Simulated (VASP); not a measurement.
Write the native input for VASP 6.6.1 that does the following.

```yaml
Task: single point
Functional: LDA
Potentials_or_basis: VASP PAW LDA potentials, release 64 (Sn_d, Pt)
Cutoff: 520 eV
k_mesh: 8 × 8 × 8
Occupations: fermi-dirac, width 0.05 eV
Spin: no spin polarisation
Dipole_correction: no
Further_INCAR_settings: ALGO = Normal; EDIFF = 1e-06; NBANDS = 30
```

The structure of SnPt3 lies in POSCAR:

```
SnPt3
1.0
    4.0000000000      0.0200000000      0.0200000000
    0.0200000000      4.0000000000      0.0200000000
    0.0200000000      0.0200000000      4.0000000000
Sn Pt
1 3
Direct
    0.0000000000      0.0000000000      0.0000000000
    0.0000000000      0.5000000000      0.5000000000
    0.5000000000      0.0000000000      0.5000000000
    0.5000000000      0.5000000000      0.0000000000
```

This cell differs from its parent crystal: equal xy, yz and zx shear strains of +1 %.

These files were run (other wordings do the same):

INCAR

```
SYSTEM = SnPt3
ALGO     = Normal         ! electronic algorithm
EDIFF    = 1E-6           ! SCF threshold, eV
ENCUT    = 520            ! plane-wave cutoff, eV
GGA      = CA             ! functional
ISIF     = 2              ! what is computed and relaxed
ISMEAR   = -1             ! smearing method
LASPH    = .TRUE.         ! aspherical terms in the spheres
LCHARG   = .FALSE.        ! write CHGCAR
LREAL    = .FALSE.        ! projectors in reciprocal space
LWAVE    = .FALSE.        ! write WAVECAR
NBANDS   = 30             ! bands
NELM     = 60             ! most SCF steps
PREC     = Accurate       ! precision mode
SIGMA    = 0.05           ! smearing width, eV
```

KPOINTS

```
k-points
0
G
  8 8 8
  0 0 0
```

Potentials or basis: VASP PAW LDA potentials, release 64 (Sn_d, Pt).

Launch:

```sh
$ cat potpaw_LDA.64/Sn_d/POTCAR potpaw_LDA.64/Pt/POTCAR > POTCAR
$ mpirun -np 1 vasp_std > vasp.out
```

Results of the run:

```
Pressure               : -2.8 GPa
Band gap on the k mesh : zero (band 22 reaches 11.95 eV, above the bottom of band 23 at 11.46 eV)
```

Caveat: the cell differs from its parent crystal (equal xy, yz and zx shear strains of +1 %); spin-orbit coupling is left out, which moves the levels of the heavy elements.

It took 2.5 min on 1 thread of Intel(R) Xeon(R) Platinum 8488C (Sapphire Rapids), on a shared host, peak memory 0.23 GiB.
